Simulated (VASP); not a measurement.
# KF in VASP: a series of runs

The runs below take KF through single point, with PBE-based screened hybrid with 25 % exact exchange, PBE-based screened hybrid with 30 % exact exchange, PBE.

Program: VASP 6.6.1. These are calculated values, not measurements. Logs are shortened: lines on timing, memory, paths and dates and some standing lists are left out, and cuts for length are marked.

**1. The cell of the first run**

The structure is cubic, space group Fm-3m (No. 225). Conventional cell: a = 5.344 Å, b = 5.344 Å, c = 5.344 Å, α = 90.00°, β = 90.00°, γ = 90.00°. Within 3.5 Å of K (site symmetry m-3m) lie 6 F at 2.67 Å. Within 3.5 Å of F (site symmetry m-3m) lie 6 K at 2.67 Å.

**2. Single point, PBE-based screened hybrid with 25 % exact exchange**

File POSCAR:

```
KF
1.0
    0.0000000000      2.6718500000      2.6718500000
    2.6718500000      0.0000000000      2.6718500000
    2.6718500000      2.6718500000      0.0000000000
K F
1 1
Direct
    0.0000000000      0.0000000000      0.0000000000
    0.5000000000      0.5000000000      0.5000000000
```

File INCAR.step1:

```
PREC = Accurate
ENCUT = 520
EDIFF = 1E-5
ISMEAR = -1
SIGMA = 0.05
LREAL = F
LASPH = T
NELM = 100
ALGO = Normal
ISIF = 2
LWAVE = T
LCHARG = F
GGA = PE
NBANDS = 15
```

File INCAR.step2:

```
PREC = Accurate
ENCUT = 520
EDIFF = 1E-6
ISMEAR = -1
SIGMA = 0.05
LREAL = F
LASPH = T
NELM = 100
ALGO = Normal
ISIF = 2
LWAVE = F
LCHARG = F
GGA = PE
LHFCALC = T
AEXX = 0.25
HFSCREEN = 0.2
PRECFOCK = Normal
ISTART = 1
NBANDS = 15
```

File KPOINTS:

```
Automatic mesh
0
Gamma
  5 5 5
```

Potentials or basis: VASP PAW PBE potentials, release 64 (K_sv, F).

On the command line:

```
$ cat potpaw_PBE.64/K_sv/POTCAR potpaw_PBE.64/F/POTCAR > POTCAR
$ cp INCAR.step1 INCAR
$ mpirun -np 1 vasp_std > vasp.out
$ cp INCAR.step2 INCAR
$ mpirun -np 1 vasp_std > vasp.out
```

OUTCAR:

```text
PREC = Accurate
   ENCUT = 520
   EDIFF = 1E-6
   ISMEAR = -1
   LREAL = F
   LASPH = T
   NELM = 100
   ISIF = 2
   GGA = PE
   LHFCALC = T
   AEXX = 0.25
   HFSCREEN = 0.2
   PRECFOCK = Normal
   ISTART = 1

 ion  position               nearest neighbor table
   1  0.000  0.000  0.000-   2 2.67   2 2.67   2 2.67   2 2.67   2 2.67   2 2.67
   2  0.500  0.500  0.500-   1 2.67   1 2.67   1 2.67   1 2.67   1 2.67   1 2.67

  LATTYP: Found a face centered cubic cell.
 ALAT       =     5.3437000000

  Lattice vectors:

 A1 = (   0.0000000000,   2.6718500000,   2.6718500000)
 A2 = (   2.6718500000,   0.0000000000,   2.6718500000)
 A3 = (   2.6718500000,   2.6718500000,   0.0000000000)

Analysis of symmetry for initial positions (statically):
=====================================================================
 Subroutine PRICEL returns:
 Original cell was already a primitive cell.

 Routine SETGRP: Setting up the symmetry group for a
 face centered cubic supercell.

 Subroutine GETGRP returns: Found 48 space group operations
 (whereof 48 operations were pure point group operations)
 out of a pool of 48 trial point group operations.

The static configuration has the point symmetry O_h .

Analysis of symmetry for dynamics (positions and initial velocities):
=====================================================================
 Subroutine PRICEL returns:
 Original cell was already a primitive cell.

 Routine SETGRP: Setting up the symmetry group for a
 face centered cubic supercell.

 Subroutine GETGRP returns: Found 48 space group operations
 (whereof 48 operations were pure point group operations)
 out of a pool of 48 trial point group operations.

The dynamic configuration has the point symmetry O_h .

 Subroutine INISYM returns: Found 48 space group operations
 (whereof 48 operations are pure point group operations),
 and found     1 'primitive' translations

----------------------------------------------------------------------------------------

                                     Primitive cell

  volume of cell :      38.1475

  direct lattice vectors                    reciprocal lattice vectors
     0.000000000  2.671850000  2.671850000    -0.187136254  0.187136254  0.187136254
     2.671850000  0.000000000  2.671850000     0.187136254 -0.187136254  0.187136254
     2.671850000  2.671850000  0.000000000     0.187136254  0.187136254 -0.187136254

  length of vectors
     3.778566507  3.778566507  3.778566507     0.324129500  0.324129500  0.324129500

  position of ions in fractional coordinates (direct lattice)
     0.000000000  0.000000000  0.000000000
     0.500000000  0.500000000  0.500000000

  ion indices of the primitive-cell ions
   primitive index   ion index
                 1           1
                 2           2

----------------------------------------------------------------------------------------

 KPOINTS: Automatic mesh

Automatic generation of k-mesh.
 Grid dimensions read from file:
 generate k-points for:    5    5    5

 Generating k-lattice:

  Cartesian coordinates                     Fractional coordinates (reciprocal lattice)
    -0.037427251  0.037427251  0.037427251     0.200000000  0.000000000  0.000000000
     0.037427251 -0.037427251  0.037427251     0.000000000  0.200000000  0.000000000
     0.037427251  0.037427251 -0.037427251     0.000000000  0.000000000  0.200000000

  Length of vectors
     0.064825900  0.064825900  0.064825900

  Shift w.r.t. Gamma in fractional coordinates (k-lattice)
     0.000000000  0.000000000  0.000000000

 Subroutine IBZKPT returns following result:
 ===========================================

 Found     10 irreducible k-points:

 Following reciprocal coordinates:
            Coordinates               Weight
  0.000000  0.000000  0.000000      1.000000
  0.200000  0.000000  0.000000      8.000000
  0.400000  0.000000  0.000000      8.000000
  0.200000  0.200000  0.000000      6.000000
  0.400000  0.200000  0.000000     24.000000
 -0.400000  0.200000  0.000000     24.000000
 -0.200000  0.200000  0.000000     12.000000
  0.400000  0.400000  0.000000      6.000000
 -0.400000  0.400000  0.000000     12.000000
 -0.400000  0.400000  0.200000     24.000000
   k-points           NKPTS =     10   k-points in BZ     NKDIM =    125   number of bands    NBANDS=     15
   number of dos      NEDOS =    301   number of ions     NIONS =      2
   total plane-waves  NPLWV =  21952
   dimension x,y,z NGX =    28 NGY =   28 NGZ =   28
   dimension x,y,z NGXF=    56 NGYF=   56 NGZF=   56
   ions per type =               1   1
   NGX,Y,Z   is equivalent  to a cutoff of  12.32, 12.32, 12.32 a.u.
   NGXF,Y,Z  is equivalent  to a cutoff of  24.64, 24.64, 24.64 a.u.
 SYSTEM =  unknown system
   PREC   = accura    normal or accurate (medium, high low for compatibility)
   ISTART =      1    job   : 0-new  1-cont  2-samecut
   ICHARG =      0    charge: 1-file 2-atom 10-const
   ISPIN  =      1    spin polarized calculation?
   LNONCOLLINEAR =      F non collinear calculations
   LSORBIT =      F    spin-orbit coupling
   LASPH  =      T    aspherical Exc in radial PAW
   ENCUT  =  520.0 eV  38.22 Ry    6.18 a.u.   7.03  7.03  7.03*2*pi/ulx,y,z
   NELM   =    100;   NELMIN=  2; NELMDL=  0     # of ELM steps
   EDIFF  = 0.1E-05   stopping-criterion for ELM
   LREAL  =      F    real-space projection
   EDIFFG = 0.1E-04   stopping-criterion for IOM
   NSW    =      0    number of steps for IOM
   IBRION =     -1    ionic relax: 0-MD 1-quasi-New 2-CG
   NFREE  =      0    steps in history (QN), initial steepest desc. (CG)
   ISIF   =      2    stress and relaxation
   ISYM   =      3    0-nonsym 1-usesym 2-fastsym
   POTIM  = 0.5000    time-step for ionic-motion
   TEBEG  =    0.0;   TEEND  =   0.0 temperature during run
   PSTRESS=    0.0 pullay stress
   NELECT =      16.0000    total number of electrons
   NUPDOWN=      -1.0000    fix difference up-down
   EMIN   =  10.00;   EMAX   =-10.00  energy-range for DOS
   EFERMI =   0.00;   METHOD = LEGACY
   ISMEAR =    -1;   SIGMA  =   0.05  broadening in eV -4-tet -1-fermi 0-gaus
   EFERMI_NEDOS =   21; number of points for ismear=-14 and -15
   IALGO  =     38    algorithm
   IMIX   =      1    mixing-type and parameters
     AMIX     =   0.40;   BMIX     =  1.00
     AMIX_MAG =   1.60;   BMIX_MAG =  1.00
  volume/ion in A,a.u.               =      19.07       128.72
  Fermi-wavevector in a.u.,A,eV,Ry     =   1.225442  2.315750 20.431978  1.501708
  Thomas-Fermi vector in A             =   2.360480
   LORBIT       =      0    0 simple, 1 ext, 2 COOP (PROOUT), +10 PAW based schemes
   GGA     = PE    functional components
   LHFCALC =     T    Hartree Fock is set to
   PRECFOCK=normal    Normal, Fast or Accurate (Low or Medium for compatibility)
   ENCUT4O =  -1.0   cutoff for four orbital integrals eV
   NKREDX  =     1    reduce k-point grid by
   NKREDY  =     1    reduce k-point grid by
   NKREDZ  =     1    reduce k-point grid by
   AEXX    =    0.2500 exact exchange contribution
   HFSCREEN=    0.2000 screening length (either q_TF or 0.3 A-1)
   HFSCREENC=   0.2000 screening length for correlation (either q_TF or 0.3 A-1)
   ENCUTFOCK=  -1.0 apply spherical cutoff to Coloumb kernel
   IVDW    =     0    specifies the selected vdW correction
   LEPSILON=     F    determine dielectric tensor
   LRPA    =     F    only Hartree local field effects (RPA)
 non-spin polarized calculation
  energy-cutoff  :      520.00
  volume of cell :       38.15
 maximum number of plane-waves:      1032
  NGX = 24; NGY = 24; NGZ = 24

 number of electron      16.0000002 magnetization

 Free energy of the ion-electron system (eV)
  ---------------------------------------------------
  ext. energy  EPLUGINS =         0.00000000
  ---------------------------------------------------
  free energy    TOTEN  =        -9.98223821 eV

  energy without entropy =       -9.98223821  energy(sigma->0) =       -9.98223821

 E-fermi :  -3.2500     XC(G=0):  -6.9279

 val. band max:       -4.4064841576   @ k =   0.0000   0.0000   0.0000
 cond. band min:       3.7806240332   @ k =   0.0000   0.0000   0.0000
 fundamental gap:      8.1871081908
 Fermi energy:        -3.2499680146

 k-point     1 :       0.0000    0.0000    0.0000
  band No.  band energies     occupation
      1     -32.0512      2.00000
      2     -24.6071      2.00000
      3     -13.9422      2.00000
      4     -13.9422      2.00000
      5     -13.9422      2.00000
      6      -4.4065      2.00000
      7      -4.4065      2.00000
      8      -4.4065      2.00000
      9       3.7806      0.00000
     10       8.6314      0.00000
     11       8.6314      0.00000
     12       8.6314      0.00000
     13      10.4715      0.00000
     14      10.4715      0.00000
     15      14.4882      0.00000

 k-point     2 :       0.2000    0.0000    0.0000
  band No.  band energies     occupation
      1     -32.0167      2.00000
      2     -24.6380      2.00000
      3     -14.0371      2.00000
      4     -13.9533      2.00000
      5     -13.9533      2.00000
      6      -4.7090      2.00000
      7      -4.5302      2.00000
      8      -4.5302      2.00000
      9       4.8286      0.00000
     10       8.0586      0.00000
     11       9.1701      0.00000
     12       9.1701      0.00000
     13      10.8706      0.00000
     14      10.8706      0.00000
     15      16.2606      0.00000
[... 113 lines left out ...]
      3     -14.4573      2.00000
      4     -14.1752      2.00000
      5     -14.1172      2.00000
      6      -4.6555      2.00000
      7      -4.5953      2.00000
      8      -4.5583      2.00000
      9       6.4635      0.00000
     10       8.7871      0.00000
     11       8.8178      0.00000
     12      11.8631      0.00000
     13      12.0970      0.00000
     14      12.9525      0.00000
     15      13.6269      0.00000

 k-point    10 :      -0.4000    0.4000    0.2000
  band No.  band energies     occupation
      1     -31.9328      2.00000
      2     -24.6574      2.00000
      3     -14.3249      2.00000
      4     -14.2637      2.00000
      5     -14.0294      2.00000
      6      -4.8357      2.00000
      7      -4.6514      2.00000
      8      -4.5335      2.00000
      9       7.1118      0.00000
     10       7.6787      0.00000
     11       9.3895      0.00000
     12      11.6658      0.00000
     13      11.8298      0.00000
     14      12.9936      0.00000
     15      13.7768      0.00000

------------------------ aborting loop because EDIFF is reached ----------------------------------------

  FORCE on cell =-STRESS in cart. coord.  units (eV):
  Direction    XX          YY          ZZ          XY          YZ          ZX
  --------------------------------------------------------------------------------------
  -------------------------------------------------------------------------------------
  Total        0.1371719      0.1371719      0.1371719      0.0000000     -0.0000000      0.0000000
  in kB        5.7611565      5.7611565      5.7611565      0.0000000     -0.0000000      0.0000000
  external PRESSURE =       5.7611565 kB  Pullay stress =       0.0000000 kB

 VOLUME and BASIS-vectors are now :
 -----------------------------------------------------------------------------
  energy-cutoff  :      520.00
  volume of cell :       38.15
      direct lattice vectors                 reciprocal lattice vectors
     0.000000000  2.671850000  2.671850000    -0.187136254  0.187136254  0.187136254
     2.671850000  0.000000000  2.671850000     0.187136254 -0.187136254  0.187136254
     2.671850000  2.671850000  0.000000000     0.187136254  0.187136254 -0.187136254

 POSITION                                       TOTAL-FORCE (eV/Angst)
 -----------------------------------------------------------------------------------
      0.00000      0.00000      0.00000         0.000000     -0.000000     -0.000000
      2.67185      2.67185      2.67185        -0.000000      0.000000      0.000000
 -----------------------------------------------------------------------------------
    total drift:                                0.000000      0.000000     -0.000000

  FREE ENERGIE OF THE ION-ELECTRON SYSTEM (eV)
  ---------------------------------------------------
  free  energy   TOTEN  =        -9.9822382115 eV

  energy  without entropy=       -9.9822382115  energy(sigma->0) =       -9.98223821
```

Run time: 10 min. Hardware: 1 thread of Intel Xeon Platinum 8259CL at 2.50GHz (Skylake/Cascade Lake), shared host; peak memory 0.27 GiB.

Results:

```
Free energy            : -9.9822 eV
Pressure               : 0.6 GPa
Band gap on the k mesh : 8.19 eV
```

Caveat: the PAW data sets were made with another functional, which shifts forces and pressure a little.

[end of part 1 of 2]
